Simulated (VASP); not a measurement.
# C (Fd-3m) in VASP: a series of runs, part 2 of 2

VASP 6.6.1. Earlier steps stand in the parts before.

### 3 Single point, PBE

INCAR

```
  ALGO = Normal
  EDIFF = 1E-6
  ENCUT = 600
  GGA = PE
  GGA_COMPAT = False
  ISIF = 2
  ISMEAR = 0
  LASPH = True
  LCHARG = False
  LREAL = False
  LWAVE = False
  NBANDS = 11
  NELM = 120
  PREC = Accurate
  SIGMA = 0.02
```

KPOINTS

```
k-points
0
Gamma
  12 12 12
```

POSCAR

```
C
1.0
    0.0000000000      1.7858137784      1.7858137784
    1.7858137784      0.0000000000      1.7858137784
    1.7858137784      1.7858137784      0.0000000000
C
2
Direct
    0.0000000000      0.0000000000      0.0000000000
    0.2500000000      0.2500000000      0.2500000000
```

Potentials or basis: VASP PAW PBE potentials, release 64 (C).

Launch:

```console
$ cat potpaw_PBE.64/C/POTCAR > POTCAR
$ mpirun -np 1 vasp_std > vasp.out
```

OUTCAR:

```text
EDIFF = 1E-6
   ENCUT = 600
   GGA = PE
   ISIF = 2
   ISMEAR = 0
   LASPH = True
   LREAL = False
   NELM = 120
   PREC = Accurate

 ion  position               nearest neighbor table
   1  0.000  0.000  0.000-   2 1.55   2 1.55   2 1.55   2 1.55
   2  0.250  0.250  0.250-   1 1.55   1 1.55   1 1.55   1 1.55

  LATTYP: Found a face centered cubic cell.
 ALAT       =     3.5716275568

  Lattice vectors:

 A1 = (   0.0000000000,   1.7858137784,   1.7858137784)
 A2 = (   1.7858137784,   0.0000000000,   1.7858137784)
 A3 = (   1.7858137784,   1.7858137784,   0.0000000000)

Analysis of symmetry for initial positions (statically):
=====================================================================
 Subroutine PRICEL returns:
 Original cell was already a primitive cell.

 Routine SETGRP: Setting up the symmetry group for a
 face centered cubic supercell.

 Subroutine GETGRP returns: Found 48 space group operations
 (whereof 24 operations were pure point group operations)
 out of a pool of 48 trial point group operations.

The static configuration has the point symmetry T_d .
 The point group associated with its full space group is O_h .

[... 165 lines left out ...]
 fundamental gap:      4.1441552819
 Fermi energy:         9.7724108475

 k-point     1 :       0.0000    0.0000    0.0000
  band No.  band energies     occupation
      1     -11.7521      2.00000
      2       9.6692      2.00000
      3       9.6692      2.00000
      4       9.6692      2.00000
      5      15.2481      0.00000
      6      15.2481      0.00000
      7      15.2481      0.00000
      8      22.9064      0.00000
      9      28.9117      0.00000
     10      36.1603      0.00000
     11      36.1603      0.00000
[... 309 lines left out ...]
 k-point    24 :      -0.4167    0.1667    0.0000
  band No.  band energies     occupation
      1      -5.5931      2.00000
      2      -2.8188      2.00000
      3       4.2124      2.00000
      4       6.0957      2.00000
      5      17.1879      0.00000
      6      19.8726      0.00000
      7      20.8207      0.00000
      8      25.0580      0.00000
      9      29.0669      0.00000
     10      33.8098      0.00000
     11      34.1576      0.00000

 [... further k-points ...]
[... 5 lines left out ...]
  --------------------------------------------------------------------------------------
  -------------------------------------------------------------------------------------
  Total       -0.0016441     -0.0016441     -0.0016441     -0.0000000      0.0000000      0.0000000
  in kB       -0.2312583     -0.2312583     -0.2312583     -0.0000000      0.0000000      0.0000000
  external PRESSURE =      -0.2312583 kB  Pullay stress =       0.0000000 kB

 VOLUME and BASIS-vectors are now :
 -----------------------------------------------------------------------------
  energy-cutoff  :      600.00
  volume of cell :       11.39
      direct lattice vectors                 reciprocal lattice vectors
     0.000000000  1.785813778  1.785813778    -0.279984400  0.279984400  0.279984400
     1.785813778  0.000000000  1.785813778     0.279984400 -0.279984400  0.279984400
     1.785813778  1.785813778  0.000000000     0.279984400  0.279984400 -0.279984400

 POSITION                                       TOTAL-FORCE (eV/Angst)
 -----------------------------------------------------------------------------------
      0.00000      0.00000      0.00000         0.000000      0.000000      0.000000
      0.89291      0.89291      0.89291        -0.000000     -0.000000     -0.000000
 -----------------------------------------------------------------------------------
    total drift:                                0.000000      0.000000      0.000000

  FREE ENERGIE OF THE ION-ELECTRON SYSTEM (eV)
  ---------------------------------------------------
  free  energy   TOTEN  =       -18.1904923982 eV

  energy  without entropy=      -18.1904923982  energy(sigma->0) =      -18.19049240
```

Wall time 7.9 s (1 thread of AMD EPYC 7R43 (Zen 3), shared host); peak memory 0.08 GiB.

What came out:

```yaml
Free_energy: -18.1905 eV
Pressure: 0.0 GPa
Band_gap_on_the_k_mesh: 4.14 eV (least direct gap 5.58 eV)
```

A k mesh can miss the band edges.

### 4 Relaxation of cell and atoms, PBE

This run uses another cell than the first one, of 5.67 Å³/atom.

INCAR

```
SYSTEM = C
PREC = Accurate ; ENCUT = 600
EDIFF = 1E-7 ; ISMEAR = 0
SIGMA = 0.02 ; LREAL = .FALSE.
LASPH = .TRUE. ; NELM = 120
ALGO = Normal ; ISIF = 3
LWAVE = .FALSE. ; LCHARG = .FALSE.
GGA = PE ; IBRION = 2
NSW = 100 ; EDIFFG = -0.002
GGA_COMPAT = .FALSE. ; NELMIN = 4
```

KPOINTS

```
regular mesh
0
G
  12 12 12
  0 0 0
```

POSCAR

```
C
1.0
    0.0000000000      1.7835000000      1.7835000000
    1.7835000000      0.0000000000      1.7835000000
    1.7835000000      1.7835000000      0.0000000000
C
2
Direct
    0.0000000000      0.0000000000      0.0000000000
    0.2500000000      0.2500000000      0.2500000000
```

Potentials or basis: VASP PAW PBE potentials, release 64 (C).

Launch:

```console
$ cat potpaw_PBE.64/C/POTCAR > POTCAR
$ mpirun -np 1 vasp_std > vasp.out
```

OUTCAR:

```text
SYSTEM = C
   PREC = Accurate
   ENCUT = 600
   EDIFF = 1E-7
   ISMEAR = 0
   LREAL = .FALSE.
   LASPH = .TRUE.
   NELM = 120
   ISIF = 3
   GGA = PE
   IBRION = 2
   NSW = 100
   EDIFFG = -0.002
   NELMIN = 4

 ion  position               nearest neighbor table
   1  0.000  0.000  0.000-   2 1.54   2 1.54   2 1.54   2 1.54
   2  0.250  0.250  0.250-   1 1.54   1 1.54   1 1.54   1 1.54

  LATTYP: Found a face centered cubic cell.
 ALAT       =     3.5670000000

  Lattice vectors:

 A1 = (   0.0000000000,   1.7835000000,   1.7835000000)
 A2 = (   1.7835000000,   0.0000000000,   1.7835000000)
 A3 = (   1.7835000000,   1.7835000000,   0.0000000000)

Analysis of symmetry for initial positions (statically):
=====================================================================
 Subroutine PRICEL returns:
 Original cell was already a primitive cell.

 Routine SETGRP: Setting up the symmetry group for a
 face centered cubic supercell.

 Subroutine GETGRP returns: Found 48 space group operations
 (whereof 24 operations were pure point group operations)
 out of a pool of 48 trial point group operations.

The static configuration has the point symmetry T_d .
 The point group associated with its full space group is O_h .
[... 171 lines left out ...]
  Total        0.1190299      0.1190299      0.1190299     -0.0000000      0.0000000     -0.0000000
  in kB       16.8080456     16.8080456     16.8080456     -0.0000000      0.0000000     -0.0000000
  external PRESSURE =      16.8080456 kB  Pullay stress =       0.0000000 kB
[... 59 lines left out ...]
--------------------------------------- Ionic step        3  -------------------------------------------

 number of electron       7.9999999 magnetization

 Free energy of the ion-electron system (eV)
  ---------------------------------------------------
  ext. energy  EPLUGINS =         0.00000000
  ---------------------------------------------------
  free energy    TOTEN  =       -18.19036531 eV

  energy without entropy =      -18.19036531  energy(sigma->0) =      -18.19036531

 E-fermi :   9.8531     XC(G=0): -13.2303

 val. band max:        9.6698683260   @ k =   0.0000   0.0000   0.0000
 cond. band min:      13.8141979386   @ k =   0.3333   0.3333   0.0000
 fundamental gap:      4.1443296126
 Fermi energy:         9.8530509362

 k-point     1 :       0.0000    0.0000    0.0000
  band No.  band energies     occupation
      1     -11.7521      2.00000
      2       9.6699      2.00000
      3       9.6699      2.00000
      4       9.6699      2.00000
      5      15.2489      0.00000
      6      15.2489      0.00000
      7      15.2489      0.00000
      8      22.9084      0.00000
[... 243 lines left out ...]
 k-point    24 :      -0.4167    0.1667    0.0000
  band No.  band energies     occupation
      1      -5.5927      2.00000
      2      -2.8186      2.00000
      3       4.2129      2.00000
      4       6.0962      2.00000
      5      17.1889      0.00000
      6      19.8736      0.00000
      7      20.8220      0.00000
      8      25.0593      0.00000

 [... further k-points ...]

------------------------ aborting loop because EDIFF is reached ----------------------------------------

  FORCE on cell =-STRESS in cart. coord.  units (eV):
  Direction    XX          YY          ZZ          XY          YZ          ZX
  --------------------------------------------------------------------------------------
  -------------------------------------------------------------------------------------
  Total        0.0008542      0.0008542      0.0008542      0.0000000      0.0000000      0.0000000
  in kB        0.1201515      0.1201515      0.1201515      0.0000000      0.0000000      0.0000000
  external PRESSURE =       0.1201515 kB  Pullay stress =       0.0000000 kB
[... 17 lines left out ...]
  FREE ENERGIE OF THE ION-ELECTRON SYSTEM (eV)
  ---------------------------------------------------
  free  energy   TOTEN  =       -18.1903653119 eV

  energy  without entropy=      -18.1903653119  energy(sigma->0) =      -18.19036531

 reached required accuracy - stopping structural energy minimisation
```

Wall time 12 s (1 thread of AMD EPYC 7R43 (Zen 3), shared host); peak memory 0.08 GiB.

What came out:

```
Free energy                           : -18.1904 eV
Relaxed volume                        : 5.69 Å³/atom
Relaxed cell                          : a = 2.525 Å, b = 2.525 Å, c = 2.525 Å, α = 60.00°, β = 60.00°, γ = 60.00°
Space group after relaxing (to 0.1 Å) : Fd-3m (No. 227)
Energy gained by relaxing             : 0.1 meV/atom
Ionic steps                           : 3
Pressure after relaxing               : 0.0 GPa
Band gap on the k mesh                : 4.14 eV (least direct gap 5.58 eV)
```

Step by step:
| step | energy change (eV) | largest force (eV/Å) | pressure (GPa) | volume (Å³) |
| --- | --- | --- | --- | --- |
| 1 | 0.0000 | 0.0000 | 1.68 | 11.35 |
| 2 | 0.0001 | 0.0000 | -2.03 | 11.44 |
| 3 | -0.0002 | 0.0000 | 0.01 | 11.39 |

Final structure:
```
CELL_PARAMETERS angstrom
0.00000 1.78578 1.78578
1.78578 0.00000 1.78578
1.78578 1.78578 0.00000
ATOMIC_POSITIONS crystal
C 0.00000 0.00000 0.00000
C 0.25000 0.25000 0.25000
```

A k mesh can miss the band edges.
